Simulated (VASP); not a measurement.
# Te2Mo (P2_1/m) in VASP: single point with LDA

Aim: the single point of Te2Mo with LDA.

All numbers are computed with VASP 6.6.1; they aren't measurements. Logs are shortened: lines on timing, memory, paths and dates and some standing lists are left out, and cuts for length are marked.

## 1. The cell of the first run

Symmetry: P2_1/m, No. 11, monoclinic system. The conventional cell has a = 6.294 Å, b = 3.439 Å, c = 13.373 Å, α = 90.00°, β = 93.81°, γ = 90.00°. Within 3.7 Å of Te (site symmetry m) lie 3 Mo at 2.76 to 2.78 Å and 10 Te at 3.41 to 3.69 Å. Te (site symmetry m) has 3 Mo at 2.68 Å and 9 Te at 3.44 to 3.77 Å within 3.8 Å. Te (site symmetry m) has 3 Mo at 2.68 Å and 9 Te at 3.44 to 3.77 Å within 3.8 Å. Te (site symmetry m) has 3 Mo at 2.76 to 2.78 Å and 10 Te at 3.41 to 3.69 Å within 3.7 Å. Mo (site symmetry m) has 6 Te at 2.68 to 2.78 Å and 4 Mo at 2.86 to 3.44 Å within 3.5 Å. Within 3.5 Å of Mo (site symmetry m) lie 6 Te at 2.68 to 2.78 Å and 4 Mo at 2.86 to 3.44 Å.

## 2. Single point, LDA

The input, INCAR:

```
PREC     = Accurate       # precision mode
ENCUT    = 520            # plane-wave cutoff, eV
EDIFF    = 1E-6           # SCF threshold, eV
ISMEAR   = 0              # smearing method
SIGMA    = 0.1            # smearing width, eV
LREAL    = False          # projectors in reciprocal space
LASPH    = True           # aspherical terms in the spheres
NELM     = 100            # most SCF steps
ALGO     = Fast           # electronic algorithm
ISIF     = 2              # what is computed and relaxed
LWAVE    = False          # write WAVECAR
LCHARG   = False          # write CHGCAR
GGA      = CA             # functional
NBANDS   = 64             # bands
KPAR     = 4
```

The input, KPOINTS:

```
Automatic mesh
0
Gamma
  6 10 4
```

The input, POSCAR:

```
Te2Mo
1.0
    6.2930839929      0.0000000000     -0.0771621782
    0.0000000000      3.4385032670      0.0000000000
   -0.7250347655      0.0000000000     13.3538151747
Te Mo
8 4
Direct
    0.4128188852      0.0000000000      0.8952410172
    0.5871811148      0.5000000000      0.1047589828
    0.9050707917      0.5000000000      0.8470485755
    0.0949292083      0.0000000000      0.1529514246
    0.4427331204      0.5000000000      0.6523792675
    0.5572668796      0.0000000000      0.3476207325
    0.9444726609      0.0000000000      0.6050976720
    0.0555273391      0.5000000000      0.3949023280
    0.8181143092      0.0000000000      0.9921513640
    0.1818856908      0.5000000000      0.0078486360
    0.6802434265      0.5000000000      0.4934677338
    0.3197565736      0.0000000000      0.5065322662
```

Potentials or basis: VASP PAW LDA potentials, release 64 (Te, Mo_sv).

Started as:

```
> cat potpaw_LDA.64/Te/POTCAR potpaw_LDA.64/Mo_sv/POTCAR > POTCAR
> mpirun -np 4 vasp_std > vasp.out
```

OUTCAR:

```text
PREC = Accurate
   ENCUT = 520
   EDIFF = 1E-6
   ISMEAR = 0
   LREAL = False
   LASPH = True
   NELM = 100
   ISIF = 2
   GGA = CA

 ion  position               nearest neighbor table
   1  0.413  0.000  0.895-  10 2.76  10 2.76   9 2.78   2 3.41   2 3.41   3 3.64   3 3.64   3 3.65
                             3 3.65
   2  0.587  0.500  0.105-   9 2.76   9 2.76  10 2.78   1 3.41   1 3.41   4 3.64   4 3.64   4 3.65
                             4 3.65
   3  0.905  0.500  0.847-  10 2.68   9 2.68   9 2.68   1 3.64   1 3.64   1 3.65   1 3.65
   4  0.095  0.000  0.153-   9 2.68  10 2.68  10 2.68   2 3.64   2 3.64   2 3.65   2 3.65
   5  0.443  0.500  0.652-  12 2.68  12 2.68  11 2.68   7 3.60   7 3.60
   6  0.557  0.000  0.348-  11 2.68  11 2.68  12 2.68   8 3.60   8 3.60
   7  0.944  0.000  0.605-  11 2.76  11 2.76  12 2.78   8 3.41   8 3.41   5 3.60   5 3.60
   8  0.056  0.500  0.395-  12 2.76  12 2.76  11 2.78   7 3.41   7 3.41   6 3.60   6 3.60
   9  0.818  0.000  0.992-   4 2.68   3 2.68   3 2.68   2 2.76   2 2.76   1 2.78  10 2.86  10 2.86

  10  0.182  0.500  0.008-   3 2.68   4 2.68   4 2.68   1 2.76   1 2.76   2 2.78   9 2.86   9 2.86

  11  0.680  0.500  0.493-   6 2.68   6 2.68   5 2.68   7 2.76   7 2.76   8 2.78  12 2.86  12 2.86

  12  0.320  0.000  0.507-   5 2.68   5 2.68   6 2.68   8 2.76   8 2.76   7 2.78  11 2.86  11 2.86

  LATTYP: Found a simple monoclinic cell.
 ALAT       =     6.2935570343
 B/A-ratio  =     0.5463529207
 C/A-ratio  =     2.1249482940
 COS(beta)  =    -0.0664527520

  Lattice vectors:

 A1 = (   6.2930839929,   0.0000000000,  -0.0771621782)
 A2 = (   0.0000000000,   3.4385032670,   0.0000000000)
 A3 = (  -0.7250347655,   0.0000000000,  13.3538151747)

Analysis of symmetry for initial positions (statically):
=====================================================================
 Subroutine PRICEL returns:
 Original cell was already a primitive cell.

 Routine SETGRP: Setting up the symmetry group for a
 simple monoclinic supercell.

 Subroutine GETGRP returns: Found  4 space group operations
 (whereof  2 operations were pure point group operations)
 out of a pool of  4 trial point group operations.

The static configuration has the point symmetry C_1h.
 The point group associated with its full space group is C_2h.

Analysis of symmetry for dynamics (positions and initial velocities):
=====================================================================
 Subroutine PRICEL returns:
 Original cell was already a primitive cell.

 Routine SETGRP: Setting up the symmetry group for a
 simple monoclinic supercell.

 Subroutine GETGRP returns: Found  4 space group operations
 (whereof  2 operations were pure point group operations)
 out of a pool of  4 trial point group operations.

The dynamic configuration has the point symmetry C_1h.
 The point group associated with its full space group is C_2h.

 Subroutine INISYM returns: Found  4 space group operations
 (whereof  2 operations are pure point group operations),
 and found     1 'primitive' translations

----------------------------------------------------------------------------------------

                                     Primitive cell

  volume of cell :     288.7680

  direct lattice vectors                    reciprocal lattice vectors
     6.293083993  0.000000000 -0.077162178     0.159010458  0.000000000  0.008633346
     0.000000000  3.438503267  0.000000000     0.000000000  0.290824211  0.000000000
    -0.725034766  0.000000000 13.353815175     0.000918808  0.000000000  0.074934852

  length of vectors
     6.293557034  3.438503267 13.373483283     0.159244656  0.290824211  0.074940485

  position of ions in fractional coordinates (direct lattice)
     0.412818885  0.000000000  0.895241017
     0.587181115  0.500000000  0.104758983
     0.905070792  0.500000000  0.847048575
     0.094929208  0.000000000  0.152951425
     0.442733120  0.500000000  0.652379268
     0.557266880  0.000000000  0.347620732
     0.944472661  0.000000000  0.605097672
     0.055527339  0.500000000  0.394902328
     0.818114309  0.000000000  0.992151364
     0.181885691  0.500000000  0.007848636
     0.680243426  0.500000000  0.493467734
     0.319756574  0.000000000  0.506532266

  ion indices of the primitive-cell ions
   primitive index   ion index
                 1           1
                 2           2
                 3           3
                 4           4
                 5           5
                 6           6
                 7           7
                 8           8
                 9           9
                10          10
                11          11
                12          12

----------------------------------------------------------------------------------------

 KPOINTS: Automatic mesh

Automatic generation of k-mesh.
 Grid dimensions read from file:
 generate k-points for:    6   10    4

 Generating k-lattice:

  Cartesian coordinates                     Fractional coordinates (reciprocal lattice)
     0.026501743  0.000000000  0.001438891     0.166666667  0.000000000 -0.000000000
     0.000000000  0.029082421  0.000000000     0.000000000  0.100000000  0.000000000
     0.000229702  0.000000000  0.018733713     0.000000000  0.000000000  0.250000000

  Length of vectors
     0.026540776  0.029082421  0.018735121

  Shift w.r.t. Gamma in fractional coordinates (k-lattice)
     0.000000000  0.000000000  0.000000000

 Subroutine IBZKPT returns following result:
 ===========================================

 Found     84 irreducible k-points:

 Following reciprocal coordinates:
            Coordinates               Weight
  0.000000  0.000000  0.000000      1.000000
  0.166667  0.000000  0.000000      2.000000
  0.333333  0.000000  0.000000      2.000000
  0.500000  0.000000  0.000000      1.000000
  0.000000  0.100000  0.000000      2.000000
  0.166667  0.100000  0.000000      4.000000
[... 16 lines left out ...]
  0.333333  0.500000  0.000000      2.000000
  0.500000  0.500000  0.000000      1.000000
 [... further k-points ...]
   k-points           NKPTS =     84   k-points in BZ     NKDIM =     84   number of bands    NBANDS=     64
   number of dos      NEDOS =    301   number of ions     NIONS =     12
   total plane-waves  NPLWV = 134400
   dimension x,y,z NGX =    48 NGY =   28 NGZ =  100
   dimension x,y,z NGXF=    96 NGYF=   56 NGZF=  200
   ions per type =               8   4
   NGX,Y,Z   is equivalent  to a cutoff of  12.68, 13.54, 12.43 a.u.
   NGXF,Y,Z  is equivalent  to a cutoff of  25.36, 27.08, 24.86 a.u.
 SYSTEM =  unknown system
   PREC   = accura    normal or accurate (medium, high low for compatibility)
   ISTART =      0    job   : 0-new  1-cont  2-samecut
   ICHARG =      2    charge: 1-file 2-atom 10-const
   ISPIN  =      1    spin polarized calculation?
   LNONCOLLINEAR =      F non collinear calculations
   LSORBIT =      F    spin-orbit coupling
   LASPH  =      T    aspherical Exc in radial PAW
   ENCUT  =  520.0 eV  38.22 Ry    6.18 a.u.  11.70  6.39 24.87*2*pi/ulx,y,z
   NELM   =    100;   NELMIN=  2; NELMDL= -5     # of ELM steps
   EDIFF  = 0.1E-05   stopping-criterion for ELM
   LREAL  =      F    real-space projection
   EDIFFG = 0.1E-04   stopping-criterion for IOM
   NSW    =      0    number of steps for IOM
   IBRION =     -1    ionic relax: 0-MD 1-quasi-New 2-CG
   NFREE  =      0    steps in history (QN), initial steepest desc. (CG)
   ISIF   =      2    stress and relaxation
   ISYM   =      2    0-nonsym 1-usesym 2-fastsym
   POTIM  = 0.5000    time-step for ionic-motion
   TEBEG  =    0.0;   TEEND  =   0.0 temperature during run
   PSTRESS=    0.0 pullay stress
   NELECT =     104.0000    total number of electrons
   NUPDOWN=      -1.0000    fix difference up-down
   EMIN   =  10.00;   EMAX   =-10.00  energy-range for DOS
   EFERMI =   0.00;   METHOD = LEGACY
   ISMEAR =     0;   SIGMA  =   0.10  broadening in eV -4-tet -1-fermi 0-gaus
   EFERMI_NEDOS =   21; number of points for ismear=-14 and -15
   IALGO  =     68    algorithm
   IMIX   =      4    mixing-type and parameters
     AMIX     =   0.40;   BMIX     =  1.00
     AMIX_MAG =   1.60;   BMIX_MAG =  1.00
  volume/ion in A,a.u.               =      24.06       162.39
  Fermi-wavevector in a.u.,A,eV,Ry     =   1.164759  2.201076 18.458542  1.356665
  Thomas-Fermi vector in A             =   2.301294
   LORBIT       =      0    0 simple, 1 ext, 2 COOP (PROOUT), +10 PAW based schemes
   GGA     = CA    functional components
   LHFCALC =     F    Hartree Fock is set to
   AEXX    =    0.0000 exact exchange contribution
   IVDW    =     0    specifies the selected vdW correction
   LEPSILON=     F    determine dielectric tensor
   LRPA    =     F    only Hartree local field effects (RPA)
 non-spin polarized calculation
 RMM-DIIS sequential band-by-band and
 Gauss-broadening in eV      SIGMA  =   0.10
  energy-cutoff  :      520.00
  volume of cell :      288.77
 maximum number of plane-waves:      7817
   NGX = 23   NGY = 13   NGZ = 49

 number of electron     103.9999991 magnetization

 Free energy of the ion-electron system (eV)
  ---------------------------------------------------
  ext. energy  EPLUGINS =         0.00000000
  ---------------------------------------------------
  free energy    TOTEN  =       -82.30989613 eV

  energy without entropy =      -82.28793024  energy(sigma->0) =      -82.29891318

 E-fermi :   8.8587     XC(G=0): -10.8344

 val. band max:        8.8537493000   @ k =   0.1667   0.2000   0.2500
 cond. band min:       8.8601439144   @ k =   0.1667   0.2000   0.0000
 fundamental gap:      0.0063946144
 Fermi energy:         8.8587154531

 k-point     1 :       0.0000    0.0000    0.0000
  band No.  band energies     occupation
      1     -51.8966      2.00000
      2     -51.8846      2.00000
      3     -51.8277      2.00000
      4     -51.8153      2.00000
      5     -26.3793      2.00000
      6     -26.3694      2.00000
[... 56 lines left out ...]
     63      11.7808      0.00000
     64      11.8251      0.00000

 k-point     2 :       0.1667    0.0000    0.0000
  band No.  band energies     occupation
      1     -51.8965      2.00000
      2     -51.8845      2.00000
      3     -51.8278      2.00000
      4     -51.8154      2.00000
      5     -26.3767      2.00000
      6     -26.3669      2.00000
[... 56 lines left out ...]
     63      11.7791      0.00000
     64      11.9975      0.00000

 k-point     3 :       0.3333    0.0000    0.0000
  band No.  band energies     occupation
      1     -51.8963      2.00000
      2     -51.8844      2.00000
      3     -51.8280      2.00000
      4     -51.8156      2.00000
      5     -26.3714      2.00000
      6     -26.3616      2.00000
[... 1396 lines left out ...]
     63      11.1603      0.00000
     64      11.1606      0.00000

 k-point    24 :       0.5000    0.5000    0.0000
  band No.  band energies     occupation
      1     -51.8550      2.00000
      2     -51.8550      2.00000
      3     -51.8429      2.00000
      4     -51.8429      2.00000
      5     -26.4207      2.00000
      6     -26.4207      2.00000
[... 56 lines left out ...]
     63      11.1469      0.00000
     64      11.1471      0.00000

 [... further k-points ...]

------------------------ aborting loop because EDIFF is reached ----------------------------------------

  FORCE on cell =-STRESS in cart. coord.  units (eV):
  Direction    XX          YY          ZZ          XY          YZ          ZX
  --------------------------------------------------------------------------------------
  -------------------------------------------------------------------------------------
  Total        0.5540599      0.4243950      0.3998307      0.0000000      0.0000000     -0.0065711
  in kB        3.0741013      2.3546789      2.2183885      0.0000000      0.0000000     -0.0364587
  external PRESSURE =       2.5490562 kB  Pullay stress =       0.0000000 kB

 VOLUME and BASIS-vectors are now :
 -----------------------------------------------------------------------------
  energy-cutoff  :      520.00
  volume of cell :      288.77
      direct lattice vectors                 reciprocal lattice vectors
     6.293083993  0.000000000 -0.077162178     0.159010458  0.000000000  0.008633346
     0.000000000  3.438503267  0.000000000     0.000000000  0.290824211  0.000000000
    -0.725034766  0.000000000 13.353815175     0.000918808  0.000000000  0.074934852

 POSITION                                       TOTAL-FORCE (eV/Angst)
 -----------------------------------------------------------------------------------
      1.94882      0.00000     11.92303         0.003350      0.000000     -0.029528
      3.61923      1.71925      1.35362        -0.003350      0.000000      0.029528
      5.08155      1.71925     11.24149         0.004149      0.000000     -0.054925
      0.48650      0.00000      2.03516        -0.004149      0.000000      0.054925
      2.31316      1.71925      8.67759         0.003831      0.000000      0.054358
      3.25489      0.00000      4.59906        -0.003831      0.000000     -0.054358
      5.50493      0.00000      8.00748         0.002828      0.000000      0.029013
      0.06312      1.71925      5.26917        -0.002828      0.000000     -0.029013
      4.42912      0.00000     13.18588        -0.030735      0.000000      0.009509
      1.13893      1.71925      0.09077         0.030735      0.000000     -0.009509
      3.92305      1.71925      6.53719         0.029528      0.000000      0.012939
      1.64500      0.00000      6.73947        -0.029528      0.000000     -0.012939
 -----------------------------------------------------------------------------------
    total drift:                               -0.000001     -0.000000     -0.000000

  FREE ENERGIE OF THE ION-ELECTRON SYSTEM (eV)
  ---------------------------------------------------
  free  energy   TOTEN  =       -82.3098961342 eV

  energy  without entropy=      -82.2879302351  energy(sigma->0) =      -82.29891318
```

It took 14 min on 4 MPI ranks of Oxide Virtual Turin-like, shared host; peak memory 1.1 GiB.

Results:

```yaml
Free_energy: -82.3099 eV
Pressure: 0.3 GPa
Largest_force: 0.055 eV/Å
Band_gap_on_the_k_mesh: zero (bands 52 and 53 overlap by 0.46 eV)
```

Forces on the atoms (eV/Å):
```
Te   0.003  0.000 -0.030
Te  -0.003  0.000  0.030
Te   0.004  0.000 -0.055
Te  -0.004  0.000  0.055
Te   0.004  0.000  0.054
Te  -0.004  0.000 -0.054
Te   0.003  0.000  0.029
Te  -0.003  0.000 -0.029
Mo  -0.031  0.000  0.010
Mo   0.031  0.000 -0.010
Mo   0.030  0.000  0.013
Mo  -0.030  0.000 -0.013
```

Stress tensor (GPa, compression positive):
```
0.31 0.00 0.00
0.00 0.24 0.00
0.00 0.00 0.22
```

Caveat: spin-orbit coupling is left out, which moves the levels of the heavy elements.
